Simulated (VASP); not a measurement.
Wanted: the native input for a VASP 6.6.1 run.

| Quantity | Value |
| --- | --- |
| Task | single point |
| Functional | PBEsol |
| Potentials or basis | VASP PAW PBE potentials, release 64 (Zn, S) |
| Cutoff | 520 eV |
| k mesh | 8 × 8 × 3 |
| Occupations | fermi-dirac, width 0.05 eV |
| Spin | no spin polarisation |
| Dipole correction | no |
| Further INCAR settings | ALGO = Normal; EDIFF = 1e-06; NBANDS = 46 |

The structure of ZnS lies in POSCAR:

```
ZnS
1.0
    3.8480166318      0.0000000000      0.0000000000
   -1.9240083159      3.3324801573      0.0000000000
    0.0000000000      0.0000000000     12.6029163237
Zn S
4 4
Direct
    0.6666666667      0.3333333333      0.7500000000
    0.3333333333      0.6666666667      0.2500000000
    0.0000000000      0.0000000000      0.5000000000
    0.0000000000      0.0000000000      0.0000000000
    0.6666666667      0.3333333333      0.9375000000
    0.3333333333      0.6666666667      0.4375000000
    0.0000000000      0.0000000000      0.6875000000
    0.0000000000      0.0000000000      0.1875000000
```

One way to write it, as run:

INCAR

```
SYSTEM = ZnS
  PREC = Accurate
  ENCUT = 520
  EDIFF = 1E-6
  ISMEAR = -1
  SIGMA = 0.05
  LREAL = .False.
  LASPH = .True.
  NELM = 80
  ALGO = Normal
  ISIF = 2
  LWAVE = .False.
  LCHARG = .False.
  GGA = PS
  NBANDS = 46
```

KPOINTS

```
regular mesh
0
Gamma
  8 8 3
  0 0 0
```

Potentials or basis: VASP PAW PBE potentials, release 64 (Zn, S).

Command:

```sh
$ cat potpaw_PBE.64/Zn/POTCAR potpaw_PBE.64/S/POTCAR > POTCAR
$ mpirun -np 1 vasp_std > vasp.out
```

It gave:

* Pressure: -3.4 GPa
* Largest force: 0.036 eV/Å
* Band gap on the k mesh: 1.91 eV

Caveat: the cell stands under tension; the PAW data sets were made with another functional, which shifts forces and pressure a little.

Run time: 90 s on 1 thread of AMD EPYC 9R45 96-Core Processor (Zen 5) (shared host), peak memory 0.3 GiB.
